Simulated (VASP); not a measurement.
# Pb in VASP: further runs, part 2 of 2

VASP 6.6.1.

### 3 Single point, PBE

INCAR

```
SYSTEM = Pb
PREC = Accurate ; ENCUT = 520
EDIFF = 1E-7 ; ISMEAR = -1
SIGMA = 0.05 ; LREAL = .False.
LASPH = .True. ; NELM = 100
ALGO = Normal ; ISIF = 2
LWAVE = .False. ; LCHARG = .True.
LDIPOL = .True. ; IDIPOL = 3
DIPOL = 0.5 0.5 0.500 ; GGA = PE
LELF = .True. ; LVHAR = .True.
LVACPOTAV = .True. ; NBANDS = 28
```

KPOINTS

```
Automatic mesh
0
Gamma
  9 9 1
  0 0 0
```

POSCAR

```
Pb
1.0
    3.4800006906      0.0000000000      0.0000000000
   -1.7400003453      3.0137690032      0.0000000000
    0.0000000000      0.0000000000     20.5900000000
Pb
3
Direct
    0.3333333333      0.6666666666      0.3642544925
    0.6666666667      0.3333333334      0.5000000000
    0.3333333333      0.6666666666      0.6357455075
```

Potentials or basis: VASP PAW PBE potentials, release 64 (Pb_d).

Command:

```
$ cat potpaw_PBE.64/Pb_d/POTCAR > POTCAR
$ mpirun -np 1 vasp_std > vasp.out
```

OUTCAR:

```text
SYSTEM = Pb
   PREC = Accurate
   ENCUT = 520
   EDIFF = 1E-7
   ISMEAR = -1
   LREAL = .False.
   LASPH = .True.
   NELM = 100
   ISIF = 2
   GGA = PE

 ion  position               nearest neighbor table
   1  0.333  0.667  0.364-   2 3.44   2 3.44   2 3.44
   2  0.667  0.333  0.500-   1 3.44   3 3.44   1 3.44   3 3.44   1 3.44   3 3.44
   3  0.333  0.667  0.636-   2 3.44   2 3.44   2 3.44

  LATTYP: Found a hexagonal cell.
 ALAT       =     3.4800006906
 C/A-ratio  =     5.9166654925

  Lattice vectors:

 A1 = (   3.4800006906,   0.0000000000,   0.0000000000)
 A2 = (  -1.7400003453,   3.0137690032,   0.0000000000)
 A3 = (   0.0000000000,   0.0000000000,  20.5900000000)

Analysis of symmetry for initial positions (statically):
=====================================================================
 Subroutine PRICEL returns:
 Original cell was already a primitive cell.

 Routine SETGRP: Setting up the symmetry group for a
 hexagonal supercell.

 Subroutine GETGRP returns: Found 12 space group operations
 (whereof 12 operations were pure point group operations)
 out of a pool of 24 trial point group operations.

The static configuration has the point symmetry D_3h.

Analysis of symmetry for dynamics (positions and initial velocities):
=====================================================================
 Subroutine PRICEL returns:
 Original cell was already a primitive cell.

 Routine SETGRP: Setting up the symmetry group for a
 hexagonal supercell.

 Subroutine GETGRP returns: Found 12 space group operations
 (whereof 12 operations were pure point group operations)
 out of a pool of 24 trial point group operations.

The dynamic configuration has the point symmetry D_3h.

 Subroutine INISYM returns: Found 12 space group operations
 (whereof 12 operations are pure point group operations),
 and found     1 'primitive' translations

----------------------------------------------------------------------------------------
[... 104 lines left out ...]
  Fermi-wavevector in a.u.,A,eV,Ry     =   0.948512  1.792427 12.240815  0.899675
  Thomas-Fermi vector in A             =   2.076707
   LORBIT       =      0    0 simple, 1 ext, 2 COOP (PROOUT), +10 PAW based schemes
   GGA     = PE    functional components
   LHFCALC =     F    Hartree Fock is set to
   AEXX    =    0.0000 exact exchange contribution
   IVDW    =     0    specifies the selected vdW correction
   LEPSILON=     F    determine dielectric tensor
   LRPA    =     F    only Hartree local field effects (RPA)
 non-spin polarized calculation
  energy-cutoff  :      520.00
  volume of cell :      215.95
 maximum number of plane-waves:      5897
 NGX is ok and might be reduce to    28
   NGX = 13   NGY = 13   NGZ = 77

 dipolmoment           0.000000      0.000000      0.000000 electrons x Angstroem

 number of electron      42.0000000 magnetization

 dipolmoment           0.000000      0.000000     -0.000000 electrons x Angstroem

 Free energy of the ion-electron system (eV)
  ---------------------------------------------------
  ext. energy  EPLUGINS =         0.00000000
  ---------------------------------------------------
  free energy    TOTEN  =       -10.17058972 eV

  energy without entropy =      -10.14389513  energy(sigma->0) =      -10.15724242

 E-fermi :   0.7464     XC(G=0):  -5.0041

 val. band max:        0.7360615756   @ k =   0.2222  -0.0000   0.0000
 cond. band min:       0.7615891195   @ k =   0.3333   0.2222   0.0000
 fundamental gap:      0.0255275438
 Fermi energy:         0.7464419510

 k-point     1 :       0.0000    0.0000    0.0000
  band No.  band energies     occupation
      1     -16.3259      2.00000
      2     -16.3199      2.00000
      3     -16.2758      2.00000
      4     -16.2758      2.00000
      5     -16.2660      2.00000
      6     -16.2660      2.00000
[... 361 lines left out ...]
     27       4.5671      0.00000
     28       6.3969      0.00000

------------------------ aborting loop because EDIFF is reached ----------------------------------------

  FORCE on cell =-STRESS in cart. coord.  units (eV):
  Direction    XX          YY          ZZ          XY          YZ          ZX
  --------------------------------------------------------------------------------------
  -------------------------------------------------------------------------------------
  Total        0.0894632      0.0894632      1.2356722      0.0000000     -0.0000000      0.0000000
  in kB        0.6637574      0.6637574      9.1678650      0.0000000     -0.0000000      0.0000000
  external PRESSURE =       3.4984599 kB  Pullay stress =       0.0000000 kB

 VOLUME and BASIS-vectors are now :
 -----------------------------------------------------------------------------
  energy-cutoff  :      520.00
  volume of cell :      215.95
      direct lattice vectors                 reciprocal lattice vectors
     3.480000691  0.000000000  0.000000000     0.287356265  0.165905217  0.000000000
    -1.740000345  3.013769003  0.000000000     0.000000000  0.331810434  0.000000000
     0.000000000  0.000000000 20.590000000     0.000000000  0.000000000  0.048567266

 POSITION                                       TOTAL-FORCE (eV/Angst)
 -----------------------------------------------------------------------------------
     -0.00000      2.00918      7.50000         0.000000     -0.000000     -0.228872
      1.74000      1.00459     10.29500        -0.000000      0.000000      0.000000
     -0.00000      2.00918     13.09000         0.000000     -0.000000      0.228872
 -----------------------------------------------------------------------------------
    total drift:                                0.000000      0.000000     -0.000000

  FREE ENERGIE OF THE ION-ELECTRON SYSTEM (eV)
  ---------------------------------------------------
  free  energy   TOTEN  =       -10.1705897150 eV

  energy  without entropy=      -10.1438951305  energy(sigma->0) =      -10.15724242

 vacuum level on the upper side and lower side of the slab         4.725         4.725
```

OSZICAR:

```text
N       E                     dE             d eps       ncg     rms          rms(c)
DAV:   1     0.462481078205E+03    0.46248E+03   -0.19616E+04   696   0.140E+03
DAV:   2     0.331917913348E+02   -0.42929E+03   -0.42355E+03   692   0.403E+02
DAV:   3    -0.849352010615E+01   -0.41685E+02   -0.41385E+02   848   0.169E+02
[... 13 lines left out ...]
DAV:  17    -0.101705834108E+02   -0.23774E-04   -0.11551E-06   516   0.770E-03    0.497E-04
DAV:  18    -0.101705881578E+02   -0.47470E-05   -0.26886E-07   524   0.548E-03    0.240E-04
DAV:  19    -0.101705890993E+02   -0.94149E-06   -0.34772E-08   496   0.106E-03    0.151E-04
DAV:  20    -0.101705897138E+02   -0.61452E-06   -0.46156E-08   476   0.140E-03    0.850E-05
DAV:  21    -0.101705897150E+02   -0.11823E-08   -0.24033E-09   504   0.477E-04
   1 F= -.10170590E+02 E0= -.10157242E+02  d E =-.266946E-01
```

It took 3.6 min on 1 thread of Intel Xeon 8259CL, shared host; peak memory 0.35 GiB.

What came out:

```yaml
Free_energy: -10.1706 eV
Largest_force: 0.229 eV/Å
Band_gap_on_the_k_mesh: zero (band 21 reaches 3.41 eV, above the bottom of band 22 at -0.51 eV)
```

Forces in eV/Å, atoms in the order of the input:
```
Pb   0.000  0.000 -0.229
Pb   0.000  0.000  0.000
Pb   0.000  0.000  0.229
```

Caveat: spin-orbit coupling is left out, which moves the levels of the heavy elements.
